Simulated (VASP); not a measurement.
# CdAu (Pm-3m) in VASP: notebook

The runs below take CdAu through single point, relaxation of cell and atoms, with LDA.

Program: VASP 6.6.1. These are calculated values, not measurements. Logs are shortened: lines on timing, memory, paths and dates and some standing lists are left out, and cuts for length are marked.

## (1) The cell of the first run

Symmetry: Pm-3m, No. 221, cubic system. The conventional cell has a = 3.280 Å, b = 3.280 Å, c = 3.280 Å, α = 90.00°, β = 90.00°, γ = 90.00°. Cd (site symmetry m-3m) has 8 Au at 2.84 Å and 6 Cd at 3.28 Å within 3.7 Å. Au (site symmetry m-3m) has 8 Cd at 2.84 Å and 6 Au at 3.28 Å within 3.7 Å.

## (2) Single point, LDA

Contents of INCAR:

```
PREC     = Accurate       # precision mode
ENCUT    = 520            # plane-wave cutoff, eV
EDIFF    = 1E-6           # SCF threshold, eV
ISMEAR   = 0              # smearing method
SIGMA    = 0.1            # smearing width, eV
LREAL    = F              # projectors in reciprocal space
LASPH    = T              # aspherical terms in the spheres
NELM     = 100            # most SCF steps
ALGO     = Fast           # electronic algorithm
ISIF     = 2              # what is computed and relaxed
LWAVE    = F              # write WAVECAR
LCHARG   = F              # write CHGCAR
NBANDS   = 18             # bands
```

Contents of KPOINTS:

```
regular mesh
0
Gamma
  12 12 12
```

Contents of POSCAR:

```
CdAu
1.0
    3.2800600245      0.0000000000      0.0000000000
    0.0000000000      3.2800600245      0.0000000000
    0.0000000000      0.0000000000      3.2800600245
Cd Au
1 1
Direct
    0.5000000000      0.5000000000      0.5000000000
    0.0000000000      0.0000000000      0.0000000000
```

Potentials or basis: VASP PAW LDA potentials, release 64 (Cd, Au).

Started as:

```sh
$ cat potpaw_LDA.64/Cd/POTCAR potpaw_LDA.64/Au/POTCAR > POTCAR
$ mpirun -np 1 vasp_std > vasp.out
```

OUTCAR:

```text
PREC = Accurate
   ENCUT = 520
   EDIFF = 1E-6
   ISMEAR = 0
   LREAL = F
   LASPH = T
   NELM = 100
   ISIF = 2

 ion  position               nearest neighbor table
   1  0.500  0.500  0.500-   2 2.84   2 2.84   2 2.84   2 2.84   2 2.84   2 2.84   2 2.84   2 2.84

   2  0.000  0.000  0.000-   1 2.84   1 2.84   1 2.84   1 2.84   1 2.84   1 2.84   1 2.84   1 2.84

  LATTYP: Found a simple cubic cell.
 ALAT       =     3.2800600245

  Lattice vectors:

 A1 = (   3.2800600245,   0.0000000000,   0.0000000000)
 A2 = (   0.0000000000,   3.2800600245,   0.0000000000)
 A3 = (   0.0000000000,   0.0000000000,   3.2800600245)

Analysis of symmetry for initial positions (statically):
=====================================================================
 Subroutine PRICEL returns:
 Original cell was already a primitive cell.

 Routine SETGRP: Setting up the symmetry group for a
 simple cubic supercell.

 Subroutine GETGRP returns: Found 48 space group operations
 (whereof 48 operations were pure point group operations)
 out of a pool of 48 trial point group operations.

The static configuration has the point symmetry O_h .

Analysis of symmetry for dynamics (positions and initial velocities):
=====================================================================
 Subroutine PRICEL returns:
 Original cell was already a primitive cell.

 Routine SETGRP: Setting up the symmetry group for a
 simple cubic supercell.

 Subroutine GETGRP returns: Found 48 space group operations
 (whereof 48 operations were pure point group operations)
 out of a pool of 48 trial point group operations.

The dynamic configuration has the point symmetry O_h .

 Subroutine INISYM returns: Found 48 space group operations
 (whereof 48 operations are pure point group operations),
 and found     1 'primitive' translations

----------------------------------------------------------------------------------------

                                     Primitive cell

  volume of cell :      35.2895

  direct lattice vectors                    reciprocal lattice vectors
     3.280060025  0.000000000  0.000000000     0.304872470  0.000000000  0.000000000
     0.000000000  3.280060025  0.000000000     0.000000000  0.304872470  0.000000000
     0.000000000  0.000000000  3.280060025     0.000000000  0.000000000  0.304872470

  length of vectors
     3.280060025  3.280060025  3.280060025     0.304872470  0.304872470  0.304872470
[... 79 lines left out ...]
   ENCUT  =  520.0 eV  38.22 Ry    6.18 a.u.   6.10  6.10  6.10*2*pi/ulx,y,z
   NELM   =    100;   NELMIN=  2; NELMDL= -5     # of ELM steps
   EDIFF  = 0.1E-05   stopping-criterion for ELM
   LREAL  =      F    real-space projection
   EDIFFG = 0.1E-04   stopping-criterion for IOM
   NSW    =      0    number of steps for IOM
   IBRION =     -1    ionic relax: 0-MD 1-quasi-New 2-CG
   NFREE  =      0    steps in history (QN), initial steepest desc. (CG)
   ISIF   =      2    stress and relaxation
   ISYM   =      2    0-nonsym 1-usesym 2-fastsym
   POTIM  = 0.5000    time-step for ionic-motion
   TEBEG  =    0.0;   TEEND  =   0.0 temperature during run
   PSTRESS=    0.0 pullay stress
   NELECT =      23.0000    total number of electrons
   NUPDOWN=      -1.0000    fix difference up-down
   EMIN   =  10.00;   EMAX   =-10.00  energy-range for DOS
   EFERMI =   0.00;   METHOD = LEGACY
   ISMEAR =     0;   SIGMA  =   0.10  broadening in eV -4-tet -1-fermi 0-gaus
   EFERMI_NEDOS =   21; number of points for ismear=-14 and -15
   IALGO  =     68    algorithm
   IMIX   =      4    mixing-type and parameters
     AMIX     =   0.40;   BMIX     =  1.00
     AMIX_MAG =   1.60;   BMIX_MAG =  1.00
  volume/ion in A,a.u.               =      17.64       119.07
  Fermi-wavevector in a.u.,A,eV,Ry     =   1.419392  2.682262 27.411295  2.014673
  Thomas-Fermi vector in A             =   2.540417
   LORBIT       =      0    0 simple, 1 ext, 2 COOP (PROOUT), +10 PAW based schemes
   GGA     = CA    functional components
   LHFCALC =     F    Hartree Fock is set to
   AEXX    =    0.0000 exact exchange contribution
   IVDW    =     0    specifies the selected vdW correction
   LEPSILON=     F    determine dielectric tensor
   LRPA    =     F    only Hartree local field effects (RPA)
 non-spin polarized calculation
 RMM-DIIS sequential band-by-band and
 Gauss-broadening in eV      SIGMA  =   0.10
  energy-cutoff  :      520.00
  volume of cell :       35.29
 maximum number of plane-waves:       976
   NGX = 13   NGY = 13   NGZ = 13

 number of electron      22.9999989 magnetization

 Free energy of the ion-electron system (eV)
  ---------------------------------------------------
  ext. energy  EPLUGINS =         0.00000000
  ---------------------------------------------------
  free energy    TOTEN  =        -6.31410398 eV

  energy without entropy =       -6.31183002  energy(sigma->0) =       -6.31296700

 E-fermi :   6.6783     XC(G=0): -12.6377

 val. band max:        6.6578177083   @ k =   0.3333   0.2500   0.0000
 cond. band min:       6.7070446958   @ k =   0.3333   0.1667   0.1667
 fundamental gap:      0.0492269874
 Fermi energy:         6.6783335039

 k-point     1 :       0.0000    0.0000    0.0000
  band No.  band energies     occupation
      1      -3.5157      2.00000
      2      -3.0489      2.00000
      3      -3.0489      2.00000
      4      -2.2076      2.00000
      5      -2.2076      2.00000
      6      -2.2076      2.00000
[... 481 lines left out ...]
      5      -1.9572      2.00000
      6       0.3844      2.00000
[... 10 lines left out ...]
     17      18.9271      0.00000
     18      19.6833      0.00000

 [... further k-points ...]

------------------------ aborting loop because EDIFF is reached ----------------------------------------

  FORCE on cell =-STRESS in cart. coord.  units (eV):
  Direction    XX          YY          ZZ          XY          YZ          ZX
  --------------------------------------------------------------------------------------
  -------------------------------------------------------------------------------------
  Total        0.2415166      0.2415166      0.2415166      0.0000000      0.0000000     -0.0000000
  in kB       10.9650889     10.9650889     10.9650889      0.0000000      0.0000000     -0.0000000
  external PRESSURE =      10.9650889 kB  Pullay stress =       0.0000000 kB

 VOLUME and BASIS-vectors are now :
 -----------------------------------------------------------------------------
  energy-cutoff  :      520.00
  volume of cell :       35.29
      direct lattice vectors                 reciprocal lattice vectors
     3.280060025  0.000000000  0.000000000     0.304872470  0.000000000  0.000000000
     0.000000000  3.280060025  0.000000000     0.000000000  0.304872470  0.000000000
     0.000000000  0.000000000  3.280060025     0.000000000  0.000000000  0.304872470

 POSITION                                       TOTAL-FORCE (eV/Angst)
 -----------------------------------------------------------------------------------
      1.64003      1.64003      1.64003         0.000000      0.000000      0.000000
      0.00000      0.00000      0.00000         0.000000      0.000000      0.000000
 -----------------------------------------------------------------------------------
    total drift:                                0.000000      0.000000     -0.000000

  FREE ENERGIE OF THE ION-ELECTRON SYSTEM (eV)
  ---------------------------------------------------
  free  energy   TOTEN  =        -6.3141039776 eV

  energy  without entropy=       -6.3118300157  energy(sigma->0) =       -6.31296700
```

OSZICAR:

```text
N       E                     dE             d eps       ncg     rms          rms(c)
DAV:   1     0.154246685506E+03    0.15425E+03   -0.12082E+04  3104   0.124E+03
DAV:   2    -0.344878576079E+01   -0.15770E+03   -0.15131E+03  3154   0.314E+02
DAV:   3    -0.673438894402E+01   -0.32856E+01   -0.32767E+01  3386   0.515E+01
DAV:   4    -0.674567671789E+01   -0.11288E-01   -0.11287E-01  3252   0.277E+00
DAV:   5    -0.674575909184E+01   -0.82374E-04   -0.82373E-04  3288   0.262E-01    0.994E+00
RMM:   6    -0.635813629984E+01    0.38762E+00   -0.78071E-01  3033   0.668E+00    0.619E+00
RMM:   7    -0.632130452652E+01    0.36832E-01   -0.48830E-02  3109   0.174E+00    0.313E+00
RMM:   8    -0.631414639533E+01    0.71581E-02   -0.69784E-03  3139   0.925E-01    0.147E-01
RMM:   9    -0.631409760798E+01    0.48787E-04   -0.67961E-04  3206   0.228E-01    0.106E-01
RMM:  10    -0.631410348280E+01   -0.58748E-05   -0.12849E-04  3308   0.863E-02    0.310E-02
RMM:  11    -0.631410373976E+01   -0.25696E-06   -0.24974E-05  3283   0.400E-02    0.139E-02
RMM:  12    -0.631410397756E+01   -0.23780E-06   -0.48484E-06  2563   0.155E-02
   1 F= -.63141040E+01 E0= -.63129670E+01  d E =-.227396E-02
```

Wall time 15 s (1 thread of Intel Xeon Platinum 8488C (Sapphire Rapids), shared host); peak memory 0.17 GiB.

Results:

```yaml
Free_energy: -6.3141 eV
Pressure: 1.1 GPa
Band_gap_on_the_k_mesh: zero (an odd number of electrons rules out a gap without spin polarisation)
```

Caveat: spin-orbit coupling is left out, which moves the levels of the heavy elements.

## (3) Relaxation of cell and atoms, LDA

This run uses another cell than the first one, of 18.63 Å³/atom.

Contents of INCAR:

```
SYSTEM = CdAu
PREC = Accurate ; ENCUT = 600
EDIFF = 1E-7 ; ISMEAR = 0
SIGMA = 0.1 ; LREAL = .False.
LASPH = .True. ; NELM = 80
ALGO = Normal ; ISIF = 3
LWAVE = .False. ; LCHARG = .False.
GGA = CA ; IBRION = 2
NSW = 100 ; EDIFFG = -0.005
```

Contents of KPOINTS:

```
Automatic mesh
0
Gamma
  12 12 12
  0 0 0
```

Contents of POSCAR:

```
CdAu
1.0
    3.3400000000      0.0000000000      0.0000000000
    0.0000000000      3.3400000000      0.0000000000
    0.0000000000      0.0000000000      3.3400000000
Cd Au
1 1
Direct
    0.5000000000      0.5000000000      0.5000000000
    0.0000000000      0.0000000000      0.0000000000
```

Potentials or basis: VASP PAW LDA potentials, release 64 (Cd, Au).

Started as:

```sh
$ cat potpaw_LDA.64/Cd/POTCAR potpaw_LDA.64/Au/POTCAR > POTCAR
$ mpirun -np 1 vasp_std > vasp.out
```

Wall time 1.7 min (1 thread of Intel Xeon Platinum 8488C (Sapphire Rapids), shared host); peak memory 0.2 GiB.

Results (log left out):

```
Free energy                           : -6.3156 eV
Relaxed volume                        : 17.79 Å³/atom
Relaxed cell                          : a = 3.289 Å, b = 3.289 Å, c = 3.289 Å, α = 90.00°, β = 90.00°, γ = 90.00°
Space group after relaxing (to 0.1 Å) : Pm-3m (No. 221)
Energy gained by relaxing             : 14.9 meV/atom
Ionic steps                           : 6
Pressure after relaxing               : 0.0 GPa
Band gap on the k mesh                : zero (an odd number of electrons rules out a gap without spin polarisation)
```

Step by step:
```
step  energy change (eV)  largest force (eV/Å)  pressure (GPa)  volume (Å³)
   1              0.0000                0.0000           -5.37        37.26
   2              0.0025                0.0000            6.87        33.99
   3             -0.0297                0.0000           -0.05        35.59
   4             -0.0297                0.0000            0.07        35.55
   5             -0.0297                0.0000           -0.05        35.59
   6             -0.0297                0.0000            0.00        35.57
```

Final structure:
```cif
data_structure
_symmetry_space_group_name_H-M 'P 1'
_symmetry_Int_Tables_number 1
_cell_length_a 3.2889
_cell_length_b 3.2889
_cell_length_c 3.2889
_cell_angle_alpha 90.000
_cell_angle_beta 90.000
_cell_angle_gamma 90.000
_cell_volume 35.57
loop_
_atom_site_label
_atom_site_type_symbol
_atom_site_fract_x
_atom_site_fract_y
_atom_site_fract_z
_atom_site_occupancy
Cd1 Cd 0.50000 0.50000 0.50000 1
Au1 Au 0.00000 0.00000 0.00000 1
```

Levels at points of the mesh, in eV from the Fermi level:
```tsv
k point	band 8	band 9	band 10	band 11	band 12	band 13	band 14	band 15
(0.00, 0.00, 0.00)	-5.15	-3.77	-3.77	-3.77	4.75	4.75	4.75	8.46
(0.50, 0.00, 0.00)	-5.07	-4.83	-4.83	-4.03	-2.72	10.73	10.73	11.13
(0.50, 0.50, 0.00)	-3.94	-3.94	-3.36	-1.87	-1.87	0.50	2.51	11.04
(0.50, 0.50, 0.50)	-6.04	-3.32	-3.32	2.02	2.17	3.97	3.97	3.97
```

Caveat: spin-orbit coupling is left out, which moves the levels of the heavy elements.
